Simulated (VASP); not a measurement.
# MnO (Imm2) in VASP: single point with PBEsol

Aim: the single point of MnO with PBEsol.

All numbers are computed with VASP 6.6.1; they aren't measurements. Logs are shortened: lines on timing, memory, paths and dates and some standing lists are left out, and cuts for length are marked.

## Step 1: The cell of the first run

It takes space group Imm2 (No. 44, orthorhombic). Conventional cell: a = 3.142 Å, b = 4.444 Å, c = 3.142 Å, α = 90.00°, β = 90.00°, γ = 90.00°. Mn (site symmetry mm2) has 6 O at 1.95 to 2.54 Å within 2.6 Å. Within 2.6 Å of O (site symmetry mm2) lie 6 Mn at 1.95 to 2.54 Å.

## Step 2: Single point, PBEsol, collinear spin, ferromagnetic start (atom 2 (O) moved by (-0.300, -0.300) A along y and z)

INCAR

```
SYSTEM = MnO
PREC = Accurate ; ENCUT = 520
EDIFF = 1E-6 ; ISMEAR = 0
SIGMA = 0.15 ; LREAL = .FALSE.
LASPH = .TRUE. ; NELM = 150
ALGO = Fast ; ISIF = 2
LWAVE = .FALSE. ; LCHARG = .TRUE.
ISPIN = 2 ; MAGMOM = 4.41 0.25
LORBIT = 11 ; LMAXMIX = 4
GGA = PS ; LELF = .TRUE.
LVHAR = .TRUE. ; NBANDS = 20
```

KPOINTS

```
Automatic mesh
0
G
  18 18 18
  0 0 0
```

POSCAR

```
MnO
1.0
    0.0000000000      2.2220000000      2.2220000000
    2.2220000000      0.0000000000      2.2220000000
    2.2220000000      2.2220000000      0.0000000000
Mn O
1 1
Direct
    0.0000000000      0.0000000000      0.0000000000
    0.3649864986      0.5000000000      0.5000000000
```

Potentials or basis: VASP PAW PBE potentials, release 64 (Mn_pv, O).

Command:

```console
cat potpaw_PBE.64/Mn_pv/POTCAR potpaw_PBE.64/O/POTCAR > POTCAR
mpirun -np 1 vasp_std > vasp.out
```

OUTCAR:

```text
SYSTEM = MnO
   PREC = Accurate
   ENCUT = 520
   EDIFF = 1E-6
   ISMEAR = 0
   LREAL = .FALSE.
   LASPH = .TRUE.
   NELM = 150
   ISIF = 2
   ISPIN = 2
   LORBIT = 11
   GGA = PS

 ion  position               nearest neighbor table
   1  0.000  0.000  0.000-   2 1.95   2 1.95   2 2.26   2 2.26   2 2.54   2 2.54
   2  0.365  0.500  0.500-   1 1.95   1 1.95   1 2.26   1 2.26   1 2.54   1 2.54

  LATTYP: Found a face centered cubic cell.
 ALAT       =     4.4440000000

  Lattice vectors:

 A1 = (   0.0000000000,   2.2220000000,   2.2220000000)
 A2 = (   2.2220000000,   0.0000000000,   2.2220000000)
 A3 = (   2.2220000000,   2.2220000000,   0.0000000000)

Analysis of symmetry for initial positions (statically):
=====================================================================
 Subroutine PRICEL returns:
 Original cell was already a primitive cell.

 Routine SETGRP: Setting up the symmetry group for a
 face centered cubic supercell.

 Subroutine GETGRP returns: Found  4 space group operations
 (whereof  4 operations were pure point group operations)
 out of a pool of 48 trial point group operations.

The static configuration has the point symmetry C_2v.

Analysis of symmetry for dynamics (positions and initial velocities):
=====================================================================
 Subroutine PRICEL returns:
 Original cell was already a primitive cell.

 Routine SETGRP: Setting up the symmetry group for a
 face centered cubic supercell.

 Subroutine GETGRP returns: Found  4 space group operations
 (whereof  4 operations were pure point group operations)
 out of a pool of 48 trial point group operations.

The dynamic configuration has the point symmetry C_2v.

Analysis of structural, dynamic, and magnetic symmetry:
=====================================================================
 Subroutine PRICEL returns:
 Original cell was already a primitive cell.

 Routine SETGRP: Setting up the symmetry group for a
 face centered cubic supercell.

 Subroutine GETGRP returns: Found  4 space group operations
 (whereof  4 operations were pure point group operations)
 out of a pool of 48 trial point group operations.

The overall configuration has the point symmetry C_2v.

 Subroutine INISYM returns: Found  4 space group operations
 (whereof  4 operations are pure point group operations),
 and found     1 'primitive' translations

----------------------------------------------------------------------------------------

                                     Primitive cell

  volume of cell :      21.9413

  direct lattice vectors                    reciprocal lattice vectors
     0.000000000  2.222000000  2.222000000    -0.225022502  0.225022502  0.225022502
     2.222000000  0.000000000  2.222000000     0.225022502 -0.225022502  0.225022502
     2.222000000  2.222000000  0.000000000     0.225022502  0.225022502 -0.225022502

  length of vectors
     3.142382536  3.142382536  3.142382536     0.389750407  0.389750407  0.389750407

  position of ions in fractional coordinates (direct lattice)
     0.000000000  0.000000000  0.000000000
     0.364986499  0.500000000  0.500000000

  ion indices of the primitive-cell ions
   primitive index   ion index
                 1           1
                 2           2

----------------------------------------------------------------------------------------

 KPOINTS: Automatic mesh

Automatic generation of k-mesh.
 Grid dimensions read from file:
 generate k-points for:   18   18   18

 Generating k-lattice:

  Cartesian coordinates                     Fractional coordinates (reciprocal lattice)
    -0.012501250  0.012501250  0.012501250     0.055555556  0.000000000  0.000000000
     0.012501250 -0.012501250  0.012501250     0.000000000  0.055555556  0.000000000
     0.012501250  0.012501250 -0.012501250     0.000000000  0.000000000  0.055555556

  Length of vectors
     0.021652800  0.021652800  0.021652800

  Shift w.r.t. Gamma in fractional coordinates (k-lattice)
     0.000000000  0.000000000  0.000000000

 Subroutine IBZKPT returns following result:
 ===========================================

 Found    865 irreducible k-points:

 Following reciprocal coordinates:
            Coordinates               Weight
  0.000000  0.000000  0.000000      1.000000
  0.055556  0.000000  0.000000      4.000000
  0.000000  0.055556  0.000000      4.000000
  0.111111  0.000000  0.000000      4.000000
  0.000000  0.111111  0.000000      4.000000
  0.166667  0.000000  0.000000      4.000000
[... 16 lines left out ...]
  0.000000  0.111111  0.055556      4.000000
  0.055556  0.000000  0.111111      8.000000
 [... further k-points ...]
   k-points           NKPTS =    865   k-points in BZ     NKDIM =    865   number of bands    NBANDS=     20
   number of dos      NEDOS =    301   number of ions     NIONS =      2
   total plane-waves  NPLWV =  13824
   dimension x,y,z NGX =    24 NGY =   24 NGZ =   24
   dimension x,y,z NGXF=    48 NGYF=   48 NGZF=   48
   ions per type =               1   1
   NGX,Y,Z   is equivalent  to a cutoff of  12.70, 12.70, 12.70 a.u.
   NGXF,Y,Z  is equivalent  to a cutoff of  25.39, 25.39, 25.39 a.u.
 SYSTEM =  MnO
   PREC   = accura    normal or accurate (medium, high low for compatibility)
   ISTART =      0    job   : 0-new  1-cont  2-samecut
   ICHARG =      2    charge: 1-file 2-atom 10-const
   ISPIN  =      2    spin polarized calculation?
   LNONCOLLINEAR =      F non collinear calculations
   LSORBIT =      F    spin-orbit coupling
   LASPH  =      T    aspherical Exc in radial PAW
   ENCUT  =  520.0 eV  38.22 Ry    6.18 a.u.   5.84  5.84  5.84*2*pi/ulx,y,z
   NELM   =    150;   NELMIN=  2; NELMDL= -5     # of ELM steps
   EDIFF  = 0.1E-05   stopping-criterion for ELM
   LREAL  =      F    real-space projection
   EDIFFG = 0.1E-04   stopping-criterion for IOM
   NSW    =      0    number of steps for IOM
   IBRION =     -1    ionic relax: 0-MD 1-quasi-New 2-CG
   NFREE  =      0    steps in history (QN), initial steepest desc. (CG)
   ISIF   =      2    stress and relaxation
   ISYM   =      2    0-nonsym 1-usesym 2-fastsym
   POTIM  = 0.5000    time-step for ionic-motion
   TEBEG  =    0.0;   TEEND  =   0.0 temperature during run
   PSTRESS=    0.0 pullay stress
   NELECT =      19.0000    total number of electrons
   NUPDOWN=      -1.0000    fix difference up-down
   EMIN   =  10.00;   EMAX   =-10.00  energy-range for DOS
   EFERMI =   0.00;   METHOD = LEGACY
   ISMEAR =     0;   SIGMA  =   0.15  broadening in eV -4-tet -1-fermi 0-gaus
   EFERMI_NEDOS =   21; number of points for ismear=-14 and -15
   IALGO  =     68    algorithm
   IMIX   =      4    mixing-type and parameters
     AMIX     =   0.40;   BMIX     =  1.00
     AMIX_MAG =   1.60;   BMIX_MAG =  1.00
  volume/ion in A,a.u.               =      10.97        74.03
  Fermi-wavevector in a.u.,A,eV,Ry     =   1.560410  2.948747 33.128533  2.434878
  Thomas-Fermi vector in A             =   2.663626
   LORBIT       =     11    0 simple, 1 ext, 2 COOP (PROOUT), +10 PAW based schemes
   GGA     = PS    functional components
   LHFCALC =     F    Hartree Fock is set to
   AEXX    =    0.0000 exact exchange contribution
   IVDW    =     0    specifies the selected vdW correction
   LEPSILON=     F    determine dielectric tensor
   LRPA    =     F    only Hartree local field effects (RPA)
 spin polarized calculation
 RMM-DIIS sequential band-by-band and
 Gauss-broadening in eV      SIGMA  =   0.15
  energy-cutoff  :      520.00
  volume of cell :       21.94
 maximum number of plane-waves:       609
   NGX = 11   NGY = 11   NGZ = 11

 number of electron      18.9999993 magnetization       4.8576251

 Free energy of the ion-electron system (eV)
  ---------------------------------------------------
  ext. energy  EPLUGINS =         0.00000000
  ---------------------------------------------------
  free energy    TOTEN  =       -16.92761332 eV

  energy without entropy =      -16.92049241  energy(sigma->0) =      -16.92405286

 E-fermi :   7.5755     XC(G=0): -12.0459

 val. band max:        7.5728930889   @ k =   0.3889   0.5000  -0.0556
 cond. band min:       7.5768320233   @ k =   0.0000  -0.4444   0.3889
 fundamental gap:      0.0039389344
 Fermi energy:         7.5755392391

 spin component 1

 k-point     1 :       0.0000    0.0000    0.0000
  band No.  band energies     occupation
      1     -42.8033      1.00000
      2     -42.7157      1.00000
      3     -42.7106      1.00000
      4     -13.0063      1.00000
      5       1.8720      1.00000
      6       2.0130      1.00000
[... 12 lines left out ...]
     19      27.3961      0.00000
     20      27.6288      0.00000
[... 507 lines left out ...]
 k-point    24 :       0.0556    0.0000    0.1111
  band No.  band energies     occupation
      1     -42.8050      1.00000
      2     -42.7218      1.00000
      3     -42.7126      1.00000
      4     -12.9119      1.00000
      5       1.3358      1.00000
      6       2.1540      1.00000
[... 12 lines left out ...]
     19      27.6888      0.00000
     20      28.3778      0.00000

 [... further k-points ...]

 spin component 2

 k-point     1 :       0.0000    0.0000    0.0000
  band No.  band energies     occupation
      1     -38.2290      1.00000
      2     -38.1524      1.00000
      3     -38.0957      1.00000
      4     -12.4482      1.00000
      5       3.0001      1.00000
      6       3.3159      1.00000
[... 12 lines left out ...]
     19      29.6567      0.00000
     20      29.9391      0.00000
[... 507 lines left out ...]
 k-point    24 :       0.0556    0.0000    0.1111
  band No.  band energies     occupation
      1     -38.2310      1.00000
      2     -38.1601      1.00000
      3     -38.0984      1.00000
      4     -12.3562      1.00000
      5       2.5096      1.00000
      6       3.3308      1.00000
[... 12 lines left out ...]
     19      29.6504      0.00000
     20      30.2865      0.00000

 [... further k-points ...]

------------------------ aborting loop because EDIFF is reached ----------------------------------------

  FORCE on cell =-STRESS in cart. coord.  units (eV):
  Direction    XX          YY          ZZ          XY          YZ          ZX
  --------------------------------------------------------------------------------------
  -------------------------------------------------------------------------------------
  Total       -0.1270585      1.6652805      1.6652805      0.0000000     -0.6664224      0.0000000
  in kB       -9.2779548    121.6006263    121.6006263      0.0000000    -48.6629042      0.0000000
  external PRESSURE =      77.9744326 kB  Pullay stress =       0.0000000 kB

 VOLUME and BASIS-vectors are now :
 -----------------------------------------------------------------------------
  energy-cutoff  :      520.00
  volume of cell :       21.94
      direct lattice vectors                 reciprocal lattice vectors
     0.000000000  2.222000000  2.222000000    -0.225022502  0.225022502  0.225022502
     2.222000000  0.000000000  2.222000000     0.225022502 -0.225022502  0.225022502
     2.222000000  2.222000000  0.000000000     0.225022502  0.225022502 -0.225022502

 POSITION                                       TOTAL-FORCE (eV/Angst)
 -----------------------------------------------------------------------------------
      0.00000      0.00000      0.00000         0.000000     -1.042483     -1.042483
      2.22200      1.92200      1.92200         0.000000      1.042483      1.042483
 -----------------------------------------------------------------------------------
    total drift:                                0.000003     -0.000996     -0.000996

  FREE ENERGIE OF THE ION-ELECTRON SYSTEM (eV)
  ---------------------------------------------------
  free  energy   TOTEN  =       -16.9276133216 eV

  energy  without entropy=      -16.9204924083  energy(sigma->0) =      -16.92405286

 total charge

# of ion       s       p       d       tot
------------------------------------------
    1        0.237   6.228   5.008  11.473
    2        1.559   3.433   0.000   4.992
--------------------------------------------------
tot          1.796   9.661   5.008  16.465

 magnetization (x)

# of ion       s       p       d       tot
------------------------------------------
    1        0.038   0.046   4.234   4.318
    2        0.029   0.204   0.000   0.233
--------------------------------------------------
tot          0.067   0.250   4.234   4.551
```

Run time: 19 min. Hardware: 1 thread of Oxide Virtual Turin-like, shared host; peak memory 0.57 GiB.

Results:

| Quantity | Value |
| --- | --- |
| Free energy | -16.9276 eV |
| Pressure | 7.8 GPa |
| Largest force | 1.474 eV/Å |
| Net moment | 4.86 μB per cell |
| Site moments | Mn +4.32; O +0.23 μB |
| Valence electrons inside the program's atomic spheres | Mn 11.47; O 4.99 |

Forces on the atoms (eV/Å):
```
Mn   0.000 -1.042 -1.042
O    0.000  1.042  1.042
```

Caveat: the cell differs from its parent crystal (atom 2 (O) moved by (-0.300, -0.300) A along y and z); the stress differs along the axes, from -1 to 12 GPa; the PAW data sets were made with another functional, which shifts forces and pressure a little; a cell with one magnetic atom can't hold antiferromagnetic order, which such compounds often take; semilocal functionals often make such compounds metallic where correlation or magnetic order opens a gap, which also shifts bond lengths.
